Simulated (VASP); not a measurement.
# Ti (P6_3/mmc) in VASP: single point with PBE

Aim: the single point of Ti with PBE.

Program: VASP 6.6.1. These are calculated values, not measurements. Logs are shortened: lines on timing, memory, paths and dates and some standing lists are left out, and cuts for length are marked.

## 1. The cell of the first run

It takes space group P6_3/mmc (No. 194, hexagonal). The conventional cell has a = 2.939 Å, b = 2.939 Å, c = 4.649 Å, α = 90.00°, β = 90.00°, γ = 120.00°. Ti (site symmetry -6m2) has 12 Ti at 2.88 to 2.94 Å within 3.8 Å.

## 2. Single point, PBE

INCAR reads:

```
SYSTEM = Ti
  ALGO = Normal
  EDIFF = 1E-6
  ENCUT = 500
  GGA = PE
  GGA_COMPAT = .False.
  ISIF = 2
  ISMEAR = 0
  LASPH = .True.
  LCHARG = .False.
  LREAL = .False.
  LWAVE = .False.
  NBANDS = 19
  NELM = 120
  PREC = Accurate
  SIGMA = 0.1
```

KPOINTS reads:

```
k-points
0
Gamma
  18 18 10
  0 0 0
```

POSCAR reads:

```
Ti
1.0
    2.9390512721      0.0000000000      0.0000000000
   -1.4695256360      2.5452930647      0.0000000000
    0.0000000000      0.0000000000      4.6493578556
Ti
2
Direct
    0.3333333333      0.6666666667      0.2500000000
    0.6666666667      0.3333333333      0.7500000000
```

Potentials or basis: VASP PAW PBE potentials, release 64 (Ti_sv).

Command:

```console
$ cat potpaw_PBE.64/Ti_sv/POTCAR > POTCAR
$ mpirun -np 1 vasp_std > vasp.out
```

OUTCAR:

```text
SYSTEM = Ti
   EDIFF = 1E-6
   ENCUT = 500
   GGA = PE
   ISIF = 2
   ISMEAR = 0
   LASPH = .True.
   LREAL = .False.
   NELM = 120
   PREC = Accurate

 ion  position               nearest neighbor table
   1  0.333  0.667  0.250-   2 2.88   2 2.88   2 2.88   2 2.88   2 2.88   2 2.88
   2  0.667  0.333  0.750-   1 2.88   1 2.88   1 2.88   1 2.88   1 2.88   1 2.88

  LATTYP: Found a hexagonal cell.
 ALAT       =     2.9390512721
 C/A-ratio  =     1.5819247183

  Lattice vectors:

 A1 = (   2.9390512721,   0.0000000000,   0.0000000000)
 A2 = (  -1.4695256360,   2.5452930647,   0.0000000000)
 A3 = (   0.0000000000,   0.0000000000,   4.6493578556)

Analysis of symmetry for initial positions (statically):
=====================================================================
 Subroutine PRICEL returns:
 Original cell was already a primitive cell.

 Routine SETGRP: Setting up the symmetry group for a
 hexagonal supercell.

 Subroutine GETGRP returns: Found 24 space group operations
 (whereof 12 operations were pure point group operations)
 out of a pool of 24 trial point group operations.

The static configuration has the point symmetry D_3d.
 The point group associated with its full space group is D_6h.

Analysis of symmetry for dynamics (positions and initial velocities):
=====================================================================
 Subroutine PRICEL returns:
 Original cell was already a primitive cell.

 Routine SETGRP: Setting up the symmetry group for a
 hexagonal supercell.

 Subroutine GETGRP returns: Found 24 space group operations
 (whereof 12 operations were pure point group operations)
 out of a pool of 24 trial point group operations.

The dynamic configuration has the point symmetry D_3d.
 The point group associated with its full space group is D_6h.

 Subroutine INISYM returns: Found 24 space group operations
 (whereof 12 operations are pure point group operations),
 and found     1 'primitive' translations

----------------------------------------------------------------------------------------

                                     Primitive cell

  volume of cell :      34.7807

  direct lattice vectors                    reciprocal lattice vectors
     2.939051272  0.000000000  0.000000000     0.340245851  0.196441033  0.000000000
    -1.469525636  2.545293065  0.000000000     0.000000000  0.392882067  0.000000000
     0.000000000  0.000000000  4.649357856     0.000000000  0.000000000  0.215083466

  length of vectors
     2.939051272  2.939051272  4.649357856     0.392882067  0.392882067  0.215083466

  position of ions in fractional coordinates (direct lattice)
     0.333333333  0.666666667  0.250000000
     0.666666667  0.333333333  0.750000000

  ion indices of the primitive-cell ions
   primitive index   ion index
                 1           1
                 2           2

----------------------------------------------------------------------------------------

 KPOINTS: k-points

Automatic generation of k-mesh.
 Grid dimensions read from file:
 generate k-points for:   18   18   10

 Generating k-lattice:

  Cartesian coordinates                     Fractional coordinates (reciprocal lattice)
     0.018902547  0.010913391  0.000000000     0.055555556  0.000000000  0.000000000
     0.000000000  0.021826781  0.000000000     0.000000000  0.055555556  0.000000000
     0.000000000  0.000000000  0.021508347     0.000000000  0.000000000  0.100000000

  Length of vectors
     0.021826781  0.021826781  0.021508347

  Shift w.r.t. Gamma in fractional coordinates (k-lattice)
     0.000000000  0.000000000  0.000000000

 Subroutine IBZKPT returns following result:
 ===========================================

 Found    222 irreducible k-points:

 Following reciprocal coordinates:
            Coordinates               Weight
  0.000000  0.000000  0.000000      1.000000
  0.055556 -0.000000  0.000000      6.000000
  0.111111 -0.000000  0.000000      6.000000
  0.166667  0.000000  0.000000      6.000000
  0.222222  0.000000  0.000000      6.000000
  0.277778  0.000000  0.000000      6.000000
[... 16 lines left out ...]
  0.333333  0.111111  0.000000     12.000000
  0.388889  0.111111  0.000000     12.000000
 [... further k-points ...]
   k-points           NKPTS =    222   k-points in BZ     NKDIM =    222   number of bands    NBANDS=     19
   number of dos      NEDOS =    301   number of ions     NIONS =      2
   total plane-waves  NPLWV =  20736
   dimension x,y,z NGX =    24 NGY =   24 NGZ =   36
   dimension x,y,z NGXF=    48 NGYF=   48 NGZF=   72
   ions per type =               2
   NGX,Y,Z   is equivalent  to a cutoff of  13.58, 13.58, 12.87 a.u.
   NGXF,Y,Z  is equivalent  to a cutoff of  27.15, 27.15, 25.74 a.u.
 SYSTEM =  Ti
   PREC   = accura    normal or accurate (medium, high low for compatibility)
   ISTART =      0    job   : 0-new  1-cont  2-samecut
   ICHARG =      2    charge: 1-file 2-atom 10-const
   ISPIN  =      1    spin polarized calculation?
   LNONCOLLINEAR =      F non collinear calculations
   LSORBIT =      F    spin-orbit coupling
   LASPH  =      T    aspherical Exc in radial PAW
   ENCUT  =  500.0 eV  36.75 Ry    6.06 a.u.   5.36  5.36  8.48*2*pi/ulx,y,z
   NELM   =    120;   NELMIN=  2; NELMDL= -5     # of ELM steps
   EDIFF  = 0.1E-05   stopping-criterion for ELM
   LREAL  =      F    real-space projection
   EDIFFG = 0.1E-04   stopping-criterion for IOM
   NSW    =      0    number of steps for IOM
   IBRION =     -1    ionic relax: 0-MD 1-quasi-New 2-CG
   NFREE  =      0    steps in history (QN), initial steepest desc. (CG)
   ISIF   =      2    stress and relaxation
   ISYM   =      2    0-nonsym 1-usesym 2-fastsym
   POTIM  = 0.5000    time-step for ionic-motion
   TEBEG  =    0.0;   TEEND  =   0.0 temperature during run
   PSTRESS=    0.0 pullay stress
   NELECT =      24.0000    total number of electrons
   NUPDOWN=      -1.0000    fix difference up-down
   EMIN   =  10.00;   EMAX   =-10.00  energy-range for DOS
   EFERMI =   0.00;   METHOD = LEGACY
   ISMEAR =     0;   SIGMA  =   0.10  broadening in eV -4-tet -1-fermi 0-gaus
   EFERMI_NEDOS =   21; number of points for ismear=-14 and -15
   IALGO  =     38    algorithm
   IMIX   =      4    mixing-type and parameters
     AMIX     =   0.40;   BMIX     =  1.00
     AMIX_MAG =   1.60;   BMIX_MAG =  1.00
  volume/ion in A,a.u.               =      17.39       117.36
  Fermi-wavevector in a.u.,A,eV,Ry     =   1.446658  2.733788 28.474544  2.092820
  Thomas-Fermi vector in A             =   2.564702
   LORBIT       =      0    0 simple, 1 ext, 2 COOP (PROOUT), +10 PAW based schemes
   GGA     = PE    functional components
   LHFCALC =     F    Hartree Fock is set to
   AEXX    =    0.0000 exact exchange contribution
   IVDW    =     0    specifies the selected vdW correction
   LEPSILON=     F    determine dielectric tensor
   LRPA    =     F    only Hartree local field effects (RPA)
 non-spin polarized calculation
 Gauss-broadening in eV      SIGMA  =   0.10
  energy-cutoff  :      500.00
  volume of cell :       34.78
 maximum number of plane-waves:       911
 NGX is ok and might be reduce to    24
   NGX = 11   NGY = 11   NGZ = 17

 number of electron      24.0000002 magnetization

 Free energy of the ion-electron system (eV)
  ---------------------------------------------------
  ext. energy  EPLUGINS =         0.00000000
  ---------------------------------------------------
  free energy    TOTEN  =       -15.67699518 eV

  energy without entropy =      -15.66757567  energy(sigma->0) =      -15.67228543

 E-fermi :   8.3334     XC(G=0): -11.4915

 val. band max:        8.3236545545   @ k =   0.1667   0.0000   0.1000
 cond. band min:       8.3500780632   @ k =   0.0556  -0.0000   0.5000
 fundamental gap:      0.0264235087
 Fermi energy:         8.3333946501

 k-point     1 :       0.0000    0.0000    0.0000
  band No.  band energies     occupation
      1     -48.5409      2.00000
      2     -48.4044      2.00000
      3     -25.1291      2.00000
      4     -24.4874      2.00000
      5     -24.4874      2.00000
      6     -24.4223      2.00000
[... 11 lines left out ...]
     18       9.9371      0.00000
     19      11.4676      0.00000

 k-point     2 :       0.0556   -0.0000    0.0000
  band No.  band energies     occupation
      1     -48.5379      2.00000
      2     -48.4032      2.00000
      3     -25.1223      2.00000
      4     -24.5012      2.00000
      5     -24.4920      2.00000
      6     -24.4252      2.00000
[... 11 lines left out ...]
     18       9.8878      0.00000
     19      11.4944      0.00000

 k-point     3 :       0.1111   -0.0000    0.0000
  band No.  band energies     occupation
      1     -48.5291      2.00000
      2     -48.3998      2.00000
      3     -25.1024      2.00000
      4     -24.5412      2.00000
      5     -24.5053      2.00000
      6     -24.4422      2.00000
[... 11 lines left out ...]
     18       9.8077      0.00000
     19      11.5617      0.00000

 k-point     4 :       0.1667    0.0000    0.0000
  band No.  band energies     occupation
      1     -48.5153      2.00000
      2     -48.3949      2.00000
      3     -25.0706      2.00000
      4     -24.6028      2.00000
      5     -24.5250      2.00000
      6     -24.5044      2.00000
[... 11 lines left out ...]
     18      10.0606      0.00000
     19      11.6442      0.00000

 k-point     5 :       0.2222    0.0000    0.0000
  band No.  band energies     occupation
      1     -48.4979      2.00000
      2     -48.3894      2.00000
      3     -25.0291      2.00000
      4     -24.6790      2.00000
      5     -24.5788      2.00000
      6     -24.5485      2.00000
[... 11 lines left out ...]
     18      10.3877      0.00000
     19      11.7223      0.00000

 k-point     6 :       0.2778    0.0000    0.0000
  band No.  band energies     occupation
      1     -48.4786      2.00000
      2     -48.3843      2.00000
      3     -24.9807      2.00000
      4     -24.7606      2.00000
      5     -24.6560      2.00000
      6     -24.5729      2.00000
[... 11 lines left out ...]
     18      10.7608      0.00000
     19      11.7864      0.00000

 k-point     7 :       0.3333   -0.0000    0.0000
  band No.  band energies     occupation
      1     -48.4592      2.00000
      2     -48.3806      2.00000
      3     -24.9290      2.00000
      4     -24.8376      2.00000
      5     -24.7268      2.00000
      6     -24.5953      2.00000
[... 11 lines left out ...]
     18      11.1448      0.00000
     19      11.8337      0.00000

 k-point     8 :       0.3889    0.0000    0.0000
  band No.  band energies     occupation
      1     -48.4419      2.00000
      2     -48.3791      2.00000
      3     -24.9005      2.00000
      4     -24.8794      2.00000
      5     -24.7835      2.00000
      6     -24.6133      2.00000
[... 256 lines left out ...]
 k-point    20 :       0.1667    0.1111    0.0000
  band No.  band energies     occupation
      1     -48.4910      2.00000
      2     -48.3874      2.00000
      3     -25.0120      2.00000
      4     -24.6833      2.00000
      5     -24.6414      2.00000
      6     -24.5319      2.00000
[... 11 lines left out ...]
     18      10.6664      0.00000
     19      11.6956      0.00000

 k-point    21 :       0.2222    0.1111    0.0000
  band No.  band energies     occupation
      1     -48.4724      2.00000
      2     -48.3829      2.00000
      3     -24.9648      2.00000
      4     -24.7573      2.00000
      5     -24.6965      2.00000
      6     -24.5690      2.00000
[... 11 lines left out ...]
     18      11.0974      0.00000
     19      11.7363      0.00000

 k-point    22 :       0.2778    0.1111    0.0000
  band No.  band energies     occupation
      1     -48.4538      2.00000
      2     -48.3799      2.00000
      3     -24.9142      2.00000
      4     -24.8291      2.00000
      5     -24.7448      2.00000
      6     -24.6046      2.00000
[... 11 lines left out ...]
     18      11.5620      0.00000
     19      11.7677      0.00000

 k-point    23 :       0.3333    0.1111    0.0000
  band No.  band energies     occupation
      1     -48.4370      2.00000
      2     -48.3790      2.00000
      3     -24.8879      2.00000
      4     -24.8650      2.00000
      5     -24.7835      2.00000
      6     -24.6333      2.00000
[... 11 lines left out ...]
     18      11.7888      0.00000
     19      12.0427      0.00000

 k-point    24 :       0.3889    0.1111    0.0000
  band No.  band energies     occupation
      1     -48.4246      2.00000
      2     -48.3798      2.00000
      3     -24.9262      2.00000
      4     -24.8253      2.00000
      5     -24.8088      2.00000
      6     -24.6519      2.00000
[... 11 lines left out ...]
     18      11.8004      0.00000
     19      12.5290      0.00000

 [... further k-points ...]

------------------------ aborting loop because EDIFF is reached ----------------------------------------

  FORCE on cell =-STRESS in cart. coord.  units (eV):
  Direction    XX          YY          ZZ          XY          YZ          ZX
  --------------------------------------------------------------------------------------
  -------------------------------------------------------------------------------------
  Total       -0.0628152     -0.0628152     -0.0617553     -0.0000000      0.0000000      0.0000000
  in kB       -2.8935937     -2.8935937     -2.8447704     -0.0000000      0.0000000      0.0000000
  external PRESSURE =      -2.8773193 kB  Pullay stress =       0.0000000 kB

 VOLUME and BASIS-vectors are now :
 -----------------------------------------------------------------------------
  energy-cutoff  :      500.00
  volume of cell :       34.78
      direct lattice vectors                 reciprocal lattice vectors
     2.939051272  0.000000000  0.000000000     0.340245851  0.196441033  0.000000000
    -1.469525636  2.545293065  0.000000000     0.000000000  0.392882067  0.000000000
     0.000000000  0.000000000  4.649357856     0.000000000  0.000000000  0.215083466

 POSITION                                       TOTAL-FORCE (eV/Angst)
 -----------------------------------------------------------------------------------
     -0.00000      1.69686      1.16234        -0.000000      0.000000      0.000000
      1.46953      0.84843      3.48702         0.000000     -0.000000      0.000000
 -----------------------------------------------------------------------------------
    total drift:                                0.000000     -0.000000      0.000000

  FREE ENERGIE OF THE ION-ELECTRON SYSTEM (eV)
  ---------------------------------------------------
  free  energy   TOTEN  =       -15.6769951782 eV

  energy  without entropy=      -15.6675756749  energy(sigma->0) =      -15.67228543
```

Run time: 2.2 min. Hardware: 1 thread of AMD EPYC 7R43 (Zen 3), shared host; peak memory 0.2 GiB.

Results:

```yaml
Free_energy: -15.6770 eV
Pressure: -0.3 GPa
Band_gap_on_the_k_mesh: zero (bands 12 and 13 overlap by 1.10 eV)
```
